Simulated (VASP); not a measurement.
# PrAs3Au2 (P6/mmm) in VASP: further runs, part 2 of 2

VASP 6.6.1. Earlier steps stand in the parts before.

## (4) Relaxation of cell and atoms, PBE

INCAR

```
SYSTEM = PrAs3Au2
  ALGO = Normal
  EDIFF = 1E-7
  EDIFFG = -0.04
  ENCUT = 500
  GGA = PE
  GGA_COMPAT = .FALSE.
  IBRION = 2
  ISIF = 3
  ISMEAR = 0
  LASPH = .TRUE.
  LCHARG = .FALSE.
  LMAXMIX = 6
  LREAL = .FALSE.
  LWAVE = .FALSE.
  NELM = 200
  NELMIN = 4
  NSW = 90
  PREC = Accurate
  SIGMA = 0.1
```

KPOINTS

```
k-points
0
G
  6 6 2
  0 0 0
```

POSCAR

```
PrAs3Au2
1.0
    4.4691647200      0.0000000000      0.0000000000
   -2.2345823600      3.8704101800      0.0000000000
    0.0000000000      0.0000000000      9.5985595200
Pr As Au
1 3 2
Direct
    0.0000000000      0.0000000000      0.5000000000
    0.0000000000      0.0000000000      0.0000000000
    0.0000000000      0.0000000000      0.8185028300
    0.0000000000      0.0000000000      0.1814971700
    0.3333333300      0.6666666700      0.5000000000
    0.6666666700      0.3333333300      0.5000000000
```

Command:

```sh
$ cat potpaw_PBE.64/Pr_3/POTCAR potpaw_PBE.64/As/POTCAR potpaw_PBE.64/Au/POTCAR > POTCAR
$ mpirun -np 1 vasp_std > vasp.out
```

Wall time 26 min (1 thread of AMD EPYC 7R43 (Zen 3), shared host); peak memory 0.3 GiB.

The run converged. Its results:

| Quantity | Value |
| --- | --- |
| Free energy | -23.1131 eV |
| Relaxed volume | 41.12 Å³/atom |
| Relaxed cell | a = 5.269 Å, b = 5.269 Å, c = 10.260 Å, α = 90.00°, β = 90.00°, γ = 120.00° |
| Space group after relaxing (to 0.1 Å) | P6/mmm (No. 191) |
| Energy gained by relaxing | 2046.6 meV/atom |
| Ionic steps | 18 |
| Pressure after relaxing | 0.0 GPa |
| Largest force after relaxing | 0.036 eV/Å |
| Band gap on the k mesh | zero (filled and empty bands touch) |

Forces in eV/Å, atoms in the order of the input:
```
Pr   0.000  0.000  0.000
As   0.000  0.000  0.000
As   0.000  0.000  0.036
As   0.000  0.000 -0.036
Au   0.000  0.000  0.000
Au   0.000  0.000  0.000
```

The path:
| step | energy change (eV) | largest force (eV/Å) | pressure (GPa) | volume (Å³) |
| --- | --- | --- | --- | --- |
| 1 | 0.0000 | 23.2172 | 51.05 | 166.03 |
| 2 | -3.8958 | 0.8472 | -3.45 | 472.86 |
| 3 | -4.5413 | 0.6219 | -3.33 | 437.71 |
| 4 | -5.0826 | 0.3635 | -3.31 | 409.50 |
| 5 | -8.6970 | 1.6101 | -1.36 | 270.56 |
| 6 | -9.8316 | 1.8302 | 6.02 | 214.29 |
| 7 | -11.7826 | 1.6048 | -1.16 | 259.04 |
| 8 | -11.7823 | 1.6131 | -1.13 | 258.48 |
| 9 | -11.9913 | 1.3332 | -0.18 | 250.02 |
| 10 | -12.1368 | 0.4335 | 1.37 | 239.07 |
| 11 | -12.1273 | 1.3118 | 0.36 | 242.92 |
| 12 | -12.1452 | 0.8932 | 0.84 | 240.75 |
| 13 | -12.2395 | 0.7357 | 1.10 | 242.61 |
| 14 | -12.2434 | 0.4593 | 1.01 | 242.30 |
| 15 | -12.2330 | 0.5617 | -0.86 | 251.31 |
| 16 | -12.2789 | 0.0991 | 0.03 | 246.32 |
| 17 | -12.2789 | 0.0890 | 0.04 | 246.24 |
| 18 | -12.2794 | 0.0361 | 0.01 | 246.72 |

Final structure:
```cif
data_structure
_symmetry_space_group_name_H-M 'P 1'
_symmetry_Int_Tables_number 1
_cell_length_a 5.2695
_cell_length_b 5.2695
_cell_length_c 10.2599
_cell_angle_alpha 90.000
_cell_angle_beta 90.000
_cell_angle_gamma 120.000
_cell_volume 246.72
loop_
_atom_site_label
_atom_site_type_symbol
_atom_site_fract_x
_atom_site_fract_y
_atom_site_fract_z
_atom_site_occupancy
Pr1 Pr 0.00000 0.00000 0.50000 1
As1 As 0.00000 0.00000 0.00000 1
As2 As 0.00000 0.00000 0.78921 1
As3 As 0.00000 0.00000 0.21079 1
Au1 Au 0.33333 0.66667 0.50000 1
Au2 Au 0.66667 0.33333 0.50000 1
```

Levels at points of the mesh, in eV from the Fermi level:
| k point | band 20 | band 21 | band 22 | band 23 | band 24 | band 25 | band 26 | band 27 | band 28 |
| --- | --- | --- | --- | --- | --- | --- | --- | --- | --- |
| (0.00, 0.00, 0.00) | -2.01 | -2.01 | -0.36 | -0.36 | 0.02 | 0.02 | 0.28 | 1.99 | 2.18 |
| (0.50, 0.00, 0.00) | -2.38 | -2.14 | -1.83 | -1.17 | -0.44 | 0.23 | 1.54 | 1.79 | 1.81 |
| (0.00, 0.00, 0.50) | -2.01 | -2.01 | -0.15 | -0.15 | 0.02 | 0.02 | 1.09 | 1.22 | 1.22 |
| (0.50, 0.00, 0.50) | -2.33 | -2.13 | -2.05 | -0.36 | -0.32 | 0.14 | 1.21 | 1.90 | 2.85 |

Caveat: the volume moved by over 15 % at a fixed basis, so the end points are rough; spin-orbit coupling is left out, which moves the levels of the heavy elements; the 4f electrons are frozen in the core, so they carry no moment and show no levels.

## (5) Single point, PBE

This run uses another cell than the first one, of 40.83 Å³/atom.

INCAR

```
SYSTEM = PrAs3Au2
PREC     = Accurate       ! precision mode
ENCUT    = 500            ! plane-wave cutoff, eV
EDIFF    = 1E-6           ! SCF threshold, eV
ISMEAR   = 0              ! smearing method
SIGMA    = 0.1            ! smearing width, eV
LREAL    = .False.        ! projectors in reciprocal space
LASPH    = .True.         ! aspherical terms in the spheres
NELM     = 200            ! most SCF steps
ALGO     = Normal         ! electronic algorithm
ISIF     = 2              ! what is computed and relaxed
LWAVE    = .False.        ! write WAVECAR
LCHARG   = .False.        ! write CHGCAR
GGA      = PE             ! functional
NBANDS   = 33             ! bands
GGA_COMPAT= .False.      
LMAXMIX  = 6              ! l up to which the mixer works
```

KPOINTS

```
regular mesh
0
Gamma
  12 12 4
  0 0 0
```

POSCAR

```
PrAs3Au2
1.0
    5.2663701908      0.0000000000      0.0000000000
   -2.6331850954      4.5608103710      0.0000000000
    0.0000000000      0.0000000000     10.1992239494
Pr As Au
1 3 2
Direct
    0.0000000000      0.0000000000      0.5000000000
    0.0000000000      0.0000000000      0.0000000000
    0.0000000000      0.0000000000      0.7882852073
    0.0000000000      0.0000000000      0.2117147927
    0.3333333333      0.6666666667      0.5000000000
    0.6666666667      0.3333333333      0.5000000000
```

Command:

```sh
$ cat potpaw_PBE.64/Pr_3/POTCAR potpaw_PBE.64/As/POTCAR potpaw_PBE.64/Au/POTCAR > POTCAR
$ mpirun -np 1 vasp_std > vasp.out
```

Wall time 7.2 min (1 thread of AMD EPYC 7R43 (Zen 3), shared host); peak memory 0.59 GiB.

The run converged. Its results:

```yaml
Free_energy: -23.2326 eV
Pressure: 0.1 GPa
Largest_force: 0.101 eV/Å
Band_gap_on_the_k_mesh: zero (filled and empty bands touch)
```

Forces in eV/Å, atoms in the order of the input:
```
Pr   0.000  0.000  0.000
As   0.000  0.000  0.000
As   0.000  0.000 -0.101
As   0.000  0.000  0.101
Au   0.000  0.000  0.000
Au   0.000  0.000  0.000
```

Stress tensor (GPa, compression positive):
```
0.03 0.00 0.00
0.00 0.03 0.00
0.00 0.00 0.31
```

Levels at points of the mesh, in eV from the Fermi level:
```tsv
k point	band 21	band 22	band 23	band 24	band 25	band 26	band 27	band 28
(0.00, 0.00, 0.00)	-2.11	-0.46	-0.46	0.05	0.05	0.24	1.91	1.91
(0.50, 0.00, 0.00)	-2.24	-1.83	-1.26	-0.54	0.20	1.48	1.74	1.82
(0.00, 0.00, 0.50)	-2.11	-0.25	-0.25	0.05	0.05	1.08	1.16	1.16
(0.50, 0.00, 0.50)	-2.23	-2.05	-0.46	-0.40	0.10	1.15	1.88	2.75
```

Caveat: spin-orbit coupling is left out, which moves the levels of the heavy elements; the 4f electrons are frozen in the core, so they carry no moment and show no levels.

## (6) The runs side by side

| task | cell | k mesh | gap on the mesh (eV) | pressure (GPa) | largest force (eV/Å) |
| --- | --- | --- | --- | --- | --- |
| single point | a = 4.469, b = 4.469, c = 9.599 Å, angles 90.0, 90.0, 120.0°, 6 atoms, atomic positions A | 6 × 6 × 2 | none | 51.1 | 23.22 |
| single point | a = 5.257, b = 5.257, c = 10.253 Å, angles 90.0, 90.0, 120.0°, 6 atoms, atomic positions B | 6 × 6 × 2 | none | 0.3 | 0.10 |
| relaxation of cell and atoms | relaxed from a = 4.469, b = 4.469, c = 9.599 Å, angles 90.0, 90.0, 120.0°, 6 atoms, atomic positions A | 6 × 6 × 2 | none | 0.0 | 0.04 |
| single point | a = 5.266, b = 5.266, c = 10.199 Å, angles 90.0, 90.0, 120.0°, 6 atoms, atomic positions C | 12 × 12 × 4 | none | 0.1 | 0.10 |

Alike in all rows: level PBE; potentials or basis VASP PAW PBE potentials, release 64 (Pr_3, As, Au), 4f in core; no spin polarisation; cutoff (eV) 500; smearing gaussian 0.1 eV.

Caveats: spin-orbit coupling is left out, which moves the levels of the heavy elements; the 4f electrons are frozen in the core, so they carry no moment and show no levels; the stress differs along the axes, from 38 to 77 GPa (at least some runs); forces of over 1 eV/Å act on the atoms, so gaps and moduli don't describe the material at rest (at least some runs); the volume moved by over 15 % at a fixed basis, so the end points are rough (at least some runs).

Absolute energies hang on the potentials; compare differences alone.
